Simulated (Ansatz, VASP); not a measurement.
## One calculation of BaTiO3, two programs

```
Ba Ti O
1.0
     2.82767    1.63255    2.31773
    -2.82767    1.63255    2.31773
     0.00000   -3.26511    2.31773
Ba Ti O
1 1 3
Cartesian
  0.0000 0.0000 0.0000
  0.0000 0.0000 3.5739
  0.0000 -1.5996 4.5536
  -1.3853 0.7998 4.5536
  1.3853 0.7998 4.5536
```

Alike in both runs: task single point; functional PBEsol; k mesh 6 × 6 × 6; occupations gaussian, width 0.02 eV; no spin polarisation.

|  | VASP | Ansatz |
| --- | --- | --- |
| version | VASP 6.6.1 | Ansatz 0.2.0 |
| potentials or method | VASP PAW PBE potentials, release 64 (Ba_sv, Ti_sv, O), cutoff 520 eV | scalar-relativistic, plane waves, PAW |
| valence electrons in the cell | 40 | 40 |

VASP gave:

- gap on the k mesh at the Fermi level (eV): 2.31
- least direct gap on the mesh (eV): 2.69
- pressure (GPa): 0.6
- traceless stress, the component that is largest in VASP (GPa): -0.18
- rms of the force components (eV/Å): 0.073

Question: Estimate Ansatz's values.

Answer: gap on the k mesh at the Fermi level (eV): 2.36; least direct gap on the mesh (eV): 2.71; pressure (GPa): -1.3; traceless stress, the component that is largest in VASP (GPa): -0.14; rms of the force components (eV/Å): 0.063.

VASP's potentials were made for PBE, not for PBEsol. Atom by atom the forces differ by 0.025 eV/Å (rms over components). The functional is the same, so the differences come from potentials, cutoffs and numerics.

Neither program's run includes spin-orbit coupling.
